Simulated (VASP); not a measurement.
# AgCl (R-3m) in VASP: single point with PBEsol

Aim: the single point of AgCl with PBEsol.

Everything below comes from runs of VASP 6.6.1. Logs are shortened: lines on timing, memory, paths and dates and some standing lists are left out, and cuts for length are marked.

## 1. The cell of the first run

Symmetry: R-3m, No. 166, trigonal system. Conventional cell: a = 4.587 Å, b = 4.587 Å, c = 6.087 Å, α = 90.00°, β = 90.00°, γ = 120.00°. Within 3.7 Å of Ag (site symmetry -3m) lie 8 Cl at 2.84 to 3.04 Å and 6 Ag at 3.34 Å. Within 3.7 Å of Cl (site symmetry -3m) lie 8 Ag at 2.84 to 3.04 Å and 6 Cl at 3.34 Å.

## 2. Single point, PBEsol

INCAR reads:

```
PREC     = Accurate       # precision mode
ENCUT    = 500            # plane-wave cutoff, eV
EDIFF    = 1E-6           # SCF threshold, eV
ISMEAR   = 0              # smearing method
SIGMA    = 0.05           # smearing width, eV
LREAL    = False          # projectors in reciprocal space
LASPH    = True           # aspherical terms in the spheres
NELM     = 120            # most SCF steps
ALGO     = Normal         # electronic algorithm
ISIF     = 2              # what is computed and relaxed
LWAVE    = False          # write WAVECAR
LCHARG   = False          # write CHGCAR
GGA      = PS             # functional
NBANDS   = 16             # bands
GGA_COMPAT= False
```

KPOINTS reads:

```
Automatic mesh
0
Gamma
  12 12 12
```

POSCAR reads:

```
AgCl
1.0
    3.3335613177      0.0902715648      0.0902715648
    0.0902715648      3.3335613177      0.0902715648
    0.0902715648      0.0902715648      3.3335613177
Ag Cl
1 1
Direct
    0.0000000000      0.0000000000      0.0000000000
    0.5000000000      0.5000000000      0.5000000000
```

Potentials or basis: VASP PAW PBE potentials, release 64 (Ag, Cl).

Command:

```sh
cat potpaw_PBE.64/Ag/POTCAR potpaw_PBE.64/Cl/POTCAR > POTCAR
mpirun -np 1 vasp_std > vasp.out
```

OUTCAR:

```text
PREC = Accurate
   ENCUT = 500
   EDIFF = 1E-6
   ISMEAR = 0
   LREAL = False
   LASPH = True
   NELM = 120
   ISIF = 2
   GGA = PS

 ion  position               nearest neighbor table
   1  0.000  0.000  0.000-   2 2.84   2 2.84   2 2.84   2 2.84   2 2.84   2 2.84   2 3.04   2 3.04

   2  0.500  0.500  0.500-   1 2.84   1 2.84   1 2.84   1 2.84   1 2.84   1 2.84   1 3.04   1 3.04

  LATTYP: Found a trigonal (rhomboedric) cell.
 ALAT       =     3.3360049415
 COS(alpha) =     0.0548121522

  Lattice vectors:

 A1 = (   3.3335613177,   0.0902715648,   0.0902715648)
 A2 = (   0.0902715648,   3.3335613177,   0.0902715648)
 A3 = (   0.0902715648,   0.0902715648,   3.3335613177)

Analysis of symmetry for initial positions (statically):
=====================================================================
 Subroutine PRICEL returns:
 Original cell was already a primitive cell.

 Routine SETGRP: Setting up the symmetry group for a
 trigonal (rhombohedral) supercell.

 Subroutine GETGRP returns: Found 12 space group operations
 (whereof 12 operations were pure point group operations)
 out of a pool of 12 trial point group operations.

The static configuration has the point symmetry D_3d.

Analysis of symmetry for dynamics (positions and initial velocities):
=====================================================================
 Subroutine PRICEL returns:
 Original cell was already a primitive cell.

 Routine SETGRP: Setting up the symmetry group for a
 trigonal (rhombohedral) supercell.

 Subroutine GETGRP returns: Found 12 space group operations
 (whereof 12 operations were pure point group operations)
 out of a pool of 12 trial point group operations.

The dynamic configuration has the point symmetry D_3d.

 Subroutine INISYM returns: Found 12 space group operations
 (whereof 12 operations are pure point group operations),
 and found     1 'primitive' translations

----------------------------------------------------------------------------------------

                                     Primitive cell

  volume of cell :      36.9646

  direct lattice vectors                    reciprocal lattice vectors
     3.333561318  0.090271565  0.090271565     0.300408449 -0.007920463 -0.007920463
     0.090271565  3.333561318  0.090271565    -0.007920463  0.300408449 -0.007920463
     0.090271565  0.090271565  3.333561318    -0.007920463 -0.007920463  0.300408449

  length of vectors
     3.336004941  3.336004941  3.336004941     0.300617205  0.300617205  0.300617205

  position of ions in fractional coordinates (direct lattice)
     0.000000000  0.000000000  0.000000000
[... 79 lines left out ...]
   LREAL  =      F    real-space projection
   EDIFFG = 0.1E-04   stopping-criterion for IOM
   NSW    =      0    number of steps for IOM
   IBRION =     -1    ionic relax: 0-MD 1-quasi-New 2-CG
   NFREE  =      0    steps in history (QN), initial steepest desc. (CG)
   ISIF   =      2    stress and relaxation
   ISYM   =      2    0-nonsym 1-usesym 2-fastsym
   POTIM  = 0.5000    time-step for ionic-motion
   TEBEG  =    0.0;   TEEND  =   0.0 temperature during run
   PSTRESS=    0.0 pullay stress
   NELECT =      18.0000    total number of electrons
   NUPDOWN=      -1.0000    fix difference up-down
   EMIN   =  10.00;   EMAX   =-10.00  energy-range for DOS
   EFERMI =   0.00;   METHOD = LEGACY
   ISMEAR =     0;   SIGMA  =   0.05  broadening in eV -4-tet -1-fermi 0-gaus
   EFERMI_NEDOS =   21; number of points for ismear=-14 and -15
   IALGO  =     38    algorithm
   IMIX   =      4    mixing-type and parameters
     AMIX     =   0.40;   BMIX     =  1.00
     AMIX_MAG =   1.60;   BMIX_MAG =  1.00
  volume/ion in A,a.u.               =      18.48       124.72
  Fermi-wavevector in a.u.,A,eV,Ry     =   1.287964  2.433898 22.570030  1.658850
  Thomas-Fermi vector in A             =   2.419946
   LORBIT       =      0    0 simple, 1 ext, 2 COOP (PROOUT), +10 PAW based schemes
   GGA     = PS    functional components
   LHFCALC =     F    Hartree Fock is set to
   AEXX    =    0.0000 exact exchange contribution
   IVDW    =     0    specifies the selected vdW correction
   LEPSILON=     F    determine dielectric tensor
   LRPA    =     F    only Hartree local field effects (RPA)
 non-spin polarized calculation
 Gauss-broadening in eV      SIGMA  =   0.05
  energy-cutoff  :      500.00
  volume of cell :       36.96
 maximum number of plane-waves:       962
   NGX = 13   NGY = 13   NGZ = 13

 number of electron      18.0000016 magnetization

 Free energy of the ion-electron system (eV)
  ---------------------------------------------------
  ext. energy  EPLUGINS =         0.00000000
  ---------------------------------------------------
  free energy    TOTEN  =        -5.83298122 eV

  energy without entropy =       -5.83298121  energy(sigma->0) =       -5.83298122

 E-fermi :   5.3236     XC(G=0): -11.1028

 val. band max:        5.1606064947   @ k =   0.5000   0.0000   0.0000
 cond. band min:       5.4782852679   @ k =   0.0000   0.0000   0.0000
 fundamental gap:      0.3176787731
 Fermi energy:         5.3236430083

 k-point     1 :       0.0000    0.0000    0.0000
  band No.  band energies     occupation
      1     -10.2118      2.00000
      2       1.8103      2.00000
      3       1.8103      2.00000
      4       2.9143      2.00000
      5       2.9143      2.00000
      6       3.0022      2.00000
[... 433 lines left out ...]
      3       1.3494      2.00000
      4       1.8651      2.00000
      5       2.1623      2.00000
      6       2.8703      2.00000
[... 8 lines left out ...]
     15      19.8008      0.00000
     16      21.6504      0.00000

 [... further k-points ...]

------------------------ aborting loop because EDIFF is reached ----------------------------------------

  FORCE on cell =-STRESS in cart. coord.  units (eV):
  Direction    XX          YY          ZZ          XY          YZ          ZX
  --------------------------------------------------------------------------------------
  -------------------------------------------------------------------------------------
  Total        0.0235804      0.0235804      0.0235804      0.1461346      0.1461346      0.1461346
  in kB        1.0220585      1.0220585      1.0220585      6.3339920      6.3339920      6.3339920
  external PRESSURE =       1.0220585 kB  Pullay stress =       0.0000000 kB

 VOLUME and BASIS-vectors are now :
 -----------------------------------------------------------------------------
  energy-cutoff  :      500.00
  volume of cell :       36.96
      direct lattice vectors                 reciprocal lattice vectors
     3.333561318  0.090271565  0.090271565     0.300408449 -0.007920463 -0.007920463
     0.090271565  3.333561318  0.090271565    -0.007920463  0.300408449 -0.007920463
     0.090271565  0.090271565  3.333561318    -0.007920463 -0.007920463  0.300408449

 POSITION                                       TOTAL-FORCE (eV/Angst)
 -----------------------------------------------------------------------------------
      0.00000      0.00000      0.00000         0.000000      0.000000     -0.000000
      1.75705      1.75705      1.75705        -0.000000     -0.000000      0.000000
 -----------------------------------------------------------------------------------
    total drift:                               -0.000000      0.000000     -0.000000

  FREE ENERGIE OF THE ION-ELECTRON SYSTEM (eV)
  ---------------------------------------------------
  free  energy   TOTEN  =        -5.8329812169 eV

  energy  without entropy=       -5.8329812146  energy(sigma->0) =       -5.83298122
```

OSZICAR:

```text
N       E                     dE             d eps       ncg     rms          rms(c)
DAV:   1     0.963573868308E+02    0.96357E+02   -0.85544E+03  6160   0.998E+02
DAV:   2    -0.287926866488E+01   -0.99237E+02   -0.90975E+02  7744   0.222E+02
DAV:   3    -0.607976216446E+01   -0.32005E+01   -0.31944E+01  7144   0.423E+01
DAV:   4    -0.609849262008E+01   -0.18730E-01   -0.18729E-01  7936   0.356E+00
DAV:   5    -0.609869726088E+01   -0.20464E-03   -0.20464E-03  7256   0.360E-01    0.748E+00
DAV:   6    -0.584245182205E+01    0.25625E+00   -0.43714E-01  7720   0.959E+00    0.494E+00
DAV:   7    -0.583653722964E+01    0.59146E-02   -0.96091E-02  6512   0.206E+00    0.236E+00
DAV:   8    -0.583319039621E+01    0.33468E-02   -0.56018E-03  7816   0.747E-01    0.382E-01
DAV:   9    -0.583296609642E+01    0.22430E-03   -0.51149E-04  7896   0.342E-01    0.533E-02
DAV:  10    -0.583297867728E+01   -0.12581E-04   -0.53151E-05  6976   0.759E-02    0.252E-02
DAV:  11    -0.583298122324E+01   -0.25460E-05   -0.26549E-06  7248   0.137E-02    0.530E-03
DAV:  12    -0.583298121695E+01    0.62869E-08   -0.56748E-07  4072   0.629E-03
   1 F= -.58329812E+01 E0= -.58329812E+01  d E =-.233668E-08
```

stdout:

```text
POSCAR found type information on POSCAR AgCl
 POSCAR found :  2 types and       2 ions
 scaLAPACK will be used
 -----------------------------------------------------------------------------
|                                                                             |
|                                                                             |
|     You enforced a specific xc type in the INCAR file but a different       |
|     I HOPE YOU KNOW WHAT YOU ARE DOING!                                     |
|                                                                             |
 -----------------------------------------------------------------------------

 LDA part: xc-table for (Slater+PW92), standard interpolation
 POSCAR, INCAR and KPOINTS ok, starting setup
 FFT: planning ... GRIDC
 FFT: planning ... GRID_SOFT
 FFT: planning ... GRID
 WAVECAR not read
 entering main loop
```

It took 40 s on 1 thread of Intel Xeon Platinum 8259CL at 2.50GHz (Skylake/Cascade Lake), shared host; peak memory 0.22 GiB.

Results:

* Free energy: -5.8330 eV
* Pressure: 0.1 GPa
* Band gap on the k mesh: 0.32 eV (least direct gap 2.10 eV)

Stress tensor (GPa, compression positive):
```
0.10 0.63 0.63
0.63 0.10 0.63
0.63 0.63 0.10
```

Levels at points of the mesh, in eV from the valence-band top:
| k point | band 7 | band 8 | band 9 | band 10 | band 11 | band 12 |
| --- | --- | --- | --- | --- | --- | --- |
| (0.00, 0.00, 0.00) | -2.15 | -2.15 | -1.78 | 0.32 | 9.05 | 9.05 |
| (0.50, 0.00, 0.00) | -1.74 | -0.34 | 0.00 | 4.55 | 5.75 | 8.56 |
| (0.50, 0.50, 0.00) | -2.47 | -1.83 | -1.31 | 2.43 | 8.68 | 9.30 |
| (0.50, 0.50, 0.50) | -0.63 | -0.20 | -0.20 | 3.71 | 4.40 | 4.40 |

Caveat: semilocal functionals underestimate gaps, and a narrow one can read as zero; the PAW data sets were made with another functional, which shifts forces and pressure a little.
